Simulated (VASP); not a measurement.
W: single point with PBE

W:

```xyz
1
Lattice="-1.5918 1.5918 1.5918 1.5918 -1.5918 1.5918 1.5918 1.5918 -1.5918" Properties=species:S:1:pos:R:3 pbc="T T T"
W     0.0000    0.0000    0.0000
```

* Program: VASP 6.6.1
* Task: single point
* Functional: PBE
* Potentials or basis: VASP PAW PBE potentials, release 64 (W_sv)
* Cutoff: 520 eV
* k mesh: 18 × 18 × 18
* Occupations: gaussian, width 0.1 eV
* Spin: no spin polarisation
* Dipole correction: no
* Further INCAR settings: ALGO = Normal; EDIFF = 1e-06; NBANDS = 13

```json
{"Pressure": "0.5 GPa", "Band gap on the k mesh": "zero (band 7 reaches 16.23 eV, above the bottom of band 8 at 9.99 eV)"}
```

Levels at points of the mesh, in eV from the Fermi level:
```
           k point  band 4  band 5  band 6  band 7  band 8  band 9  band 10  band 11
(0.00, 0.00, 0.00)  -37.79   -9.54   -1.20   -1.20   -1.20    2.22     2.22    14.48
(0.50, 0.00, 0.00)  -37.79   -6.16   -3.48    0.62    2.11    3.06     6.00    10.80
(0.50, 0.50, 0.50)  -38.64   -5.69   -5.69    5.04    5.04    5.04     8.11     8.11
```

Run time: 26 s on 1 thread of Intel(R) Xeon(R) Platinum 8488C (Sapphire Rapids) (shared host), peak memory 0.17 GiB.

Caveat: spin-orbit coupling is left out, which moves the levels of the heavy elements.
